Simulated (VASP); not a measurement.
A run of VASP 6.6.1 is set up as follows.

INCAR

```
ALGO = Normal
EDIFF = 1E-7
ENCUT = 520
ISIF = 2
ISMEAR = 0
LASPH = True
LCHARG = True
LELF = True
LREAL = False
LVHAR = True
LWAVE = False
NBANDS = 21
NELM = 100
PREC = Accurate
SIGMA = 0.05
```

The input KPOINTS:

```
k-points
0
Gamma
  8 8 6
```

The input POSCAR:

```
AlGaN2
1.0
    3.1561614145      0.0000000000      0.0000000000
    0.0000000000      3.1561614145      0.0000000000
    0.0000000000      0.0000000000      4.4415644818
Al Ga N
1 1 2
Direct
    0.5000000000      0.5000000000      0.5000000000
    0.0000000000      0.0000000000      0.0000000000
    0.5000000000      0.0000000000      0.7400738390
    0.0000000000      0.5000000000      0.2599261610
```

Potentials or basis: VASP PAW LDA potentials, release 64 (Al, Ga_d, N).

Run with:

```sh
$ cat potpaw_LDA.64/Al/POTCAR potpaw_LDA.64/Ga_d/POTCAR potpaw_LDA.64/N/POTCAR > POTCAR
$ mpirun -np 1 vasp_std > vasp.out
```

(1) Estimate the pressure.

(2) Predict the largest force.

(3) Predict the band gap on the k mesh.

Answers

(1) -6.7 GPa.

(2) 0.024 eV/Å.

(3) 2.78 eV, direct.
